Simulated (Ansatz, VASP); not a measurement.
In3As: VASP beside Ansatz

File INCAR:

```
SYSTEM = In3As
ALGO     = Fast           ! electronic algorithm
EDIFF    = 1E-7           ! SCF threshold, eV
ENCUT    = 520            ! plane-wave cutoff, eV
GGA      = PE             ! functional
ISIF     = 2              ! what is computed and relaxed
ISMEAR   = 0              ! smearing method
IVDW     = 12             ! dispersion correction
LASPH    = .TRUE.         ! aspherical terms in the spheres
LCHARG   = .FALSE.        ! write CHGCAR
LREAL    = .FALSE.        ! projectors in reciprocal space
LWAVE    = .FALSE.        ! write WAVECAR
NBANDS   = 30             ! bands
NELM     = 100            ! most SCF steps
PREC     = Accurate       ! precision mode
SIGMA    = 0.15           ! smearing width, eV
```

Contents of KPOINTS:

```
k-points
0
G
  10 10 10
  0 0 0
```

The input POSCAR:

```
In3As
1.0
    4.6021353856      0.0000000000      0.0000000000
    0.0000000000      4.6021353856      0.0000000000
    0.0000000000      0.0000000000      4.6021353856
In As
3 1
Direct
    0.0000000000      0.5000000000      0.5000000000
    0.5000000000      0.0000000000      0.5000000000
    0.5000000000      0.5000000000      0.0000000000
    0.0000000000     -0.0172853483     -0.0172853483
```

Input for Ansatz:

```yaml
crystal:
  lattice:
    - [4.6021353856, 0.0, 0.0]
    - [0.0, 4.6021353856, 0.0]
    - [0.0, 0.0, 4.6021353856]
  atoms:
    - { symbol: In, position: [0.0, 0.5, 0.5] }
    - { symbol: In, position: [0.5, 0.0, 0.5] }
    - { symbol: In, position: [0.5, 0.5, 0.0] }
    - { symbol: As, position: [0.0, -0.0172853483, -0.0172853483] }
basis:
  ecutwfc: 420
kpoints:
  mp_grid: { grid: [10, 10, 10] }
hamiltonian:
  xc: pbe
  dispersion: d3bj
scf:
  occupations: { method: gaussian, width: 0.15 }
output:
  forces: true
  stress: true
  eigenvalues: true
```

Change from the starting cell: all As atoms moved +0.113 Å, as atom 4 towards its neighbour atom 1 (In) at 3.254 Å.

Alike in both runs: task single point; functional PBE; dispersion D3(BJ); k mesh 10 × 10 × 10; occupations gaussian, width 0.15 eV; no spin polarisation.

```csv
,VASP,Ansatz
version,VASP 6.6.1,Ansatz 0.2.0
potentials or method,"VASP PAW PBE potentials, release 64 (In_d, As), cutoff 520 eV","scalar-relativistic, plane waves, PAW"
valence electrons in the cell,44,54
```

|  | VASP | Ansatz | Ansatz less VASP |
| --- | --- | --- | --- |
| gap on the k mesh at the Fermi level (eV) | none | none | - |
| pressure (GPa) | 0.0 | 0.1 | +0.01 |
| rms of the force components (eV/Å) | 0.041 | 0.041 | 0.0000 |

Atom by atom the forces differ by 0.001 eV/Å (rms over components). A gap of «none» marks a metal or a gap that the smearing closes. VASP's potentials hold 44 valence electrons a cell and Ansatz's 54, so a difference there can come from the potentials and not from the codes.
